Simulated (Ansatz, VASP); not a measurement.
P in VASP and in Ansatz

```xyz
4
Lattice="1.7081 -5.2394 0.0000 1.7081 5.2394 0.0000 0.0000 0.0000 3.9416" Properties=species:S:1:pos:R:3 pbc="T T T"
P     1.7081    4.1246    3.6581
P     1.7081   -1.1147    2.2542
P     1.7081   -4.1246    0.2834
P     1.7081    1.1147    1.6874
```

Alike in both runs: task single point; functional PBE; dispersion D3(BJ); k mesh 16 × 16 × 12; occupations gaussian, width 0.15 eV; no spin polarisation.

```csv
,VASP,Ansatz
version,VASP 6.6.1,Ansatz 0.2.0
potentials or method,"VASP PAW PBE potentials, release 64 (P), cutoff 520 eV","scalar-relativistic, plane waves, PAW"
valence electrons in the cell,20,20
```

```csv
,VASP,Ansatz,Ansatz less VASP
gap on the k mesh at the Fermi level (eV),none,none,-
pressure (GPa),-1.1,-0.8,+0.34
"traceless stress, the component that is largest in VASP (GPa)",4.93,4.82,-0.110
rms of the force components (eV/Å),0.408,0.422,+0.0137
```

Atom by atom the forces differ by 0.033 eV/Å (rms over components). A gap of «none» marks a metal or a gap that the smearing closes.
